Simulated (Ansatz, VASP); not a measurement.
## MnSb: VASP beside Ansatz

Contents of INCAR:

```
ALGO = Normal ; EDIFF = 1E-7
ENCUT = 520 ; GGA = PE
ISIF = 2 ; ISMEAR = -1
ISPIN = 2 ; LASPH = T
LCHARG = F ; LMAXMIX = 4
LORBIT = 11 ; LREAL = F
LWAVE = F ; MAGMOM = 0 0 0.9 0.9
NBANDS = 30 ; NELM = 150
PREC = Accurate ; SIGMA = 0.05
```

KPOINTS

```
k-points
0
Gamma
  8 8 5
```

The input POSCAR:

```
MnSb
1.0
    4.1400020900      0.0000000000      0.0000000000
   -2.0700010500      3.5853469800      0.0000000000
    0.0000000000      0.0000000000      5.7900000000
Sb Mn
2 2
Direct
    0.3333333300      0.6666666700      0.2500000000
    0.6666666700      0.3333333300      0.7500000000
    0.0000000000      0.0000000000      0.0000000000
    0.0000000000      0.0000000000      0.5000000000
```

Input for Ansatz:

```yaml
crystal:
  lattice:
    - [4.14000209, 0.0, 0.0]
    - [-2.07000105, 3.58534698, 0.0]
    - [0.0, 0.0, 5.79]
  atoms:
    - { symbol: Sb, position: [0.33333333, 0.66666667, 0.25] }
    - { symbol: Sb, position: [0.66666667, 0.33333333, 0.75] }
    - { symbol: Mn, position: [0.0, 0.0, 0.0], spin: 0.9 }
    - { symbol: Mn, position: [0.0, 0.0, 0.5], spin: 0.9 }
magnetization:
  spin_polarized: true
hamiltonian:
  xc: pbe
  pseudopotentials: { kind: paw }
basis:
  ecutwfc: 420
kpoints:
  mp_grid: { grid: [8, 8, 5] }
scf:
  occupations: { method: fermi_dirac, width: 0.05 }
  lower_state_search: "off"
output:
  forces: true
  stress: true
```

Change from the starting cell: parallel moments scaled by 0.2, plain SCF.

Alike in both runs: task single point; functional PBE; k mesh 8 × 8 × 5; occupations fermi-dirac, width 0.05 eV; collinear spin.

|  | VASP | Ansatz |
| --- | --- | --- |
| version | VASP 6.6.1 | Ansatz 0.2.0 |
| potentials or method | VASP PAW PBE potentials, release 64 (Sb, Mn_pv), cutoff 520 eV | PAW, plane waves, scalar-relativistic |
| valence electrons in the cell | 36 | 60 |

Ansatz gave:

| Item | Value |
| --- | --- |
| pressure (GPa) | -2.8 |
| traceless stress, the component that is largest in VASP (GPa) | -1.00 |
| net moment per atom (μB) | 1.69 |
| size of the moment on the site where the two differ most (μB) | 3.44 |

Problem. What did VASP give for the same quantities?

Solution. Pressure (GPa): -2.9; traceless stress, the component that is largest in VASP (GPa): -1.00; net moment per atom (μB): 1.69; size of the moment on the site where the two differ most (μB): 3.41.

Site moments also hang on the region over which each program counts them. VASP's potentials hold 36 valence electrons a cell and Ansatz's 60, so a difference there can come from the potentials and not from the codes.

Spin-orbit coupling is off throughout.
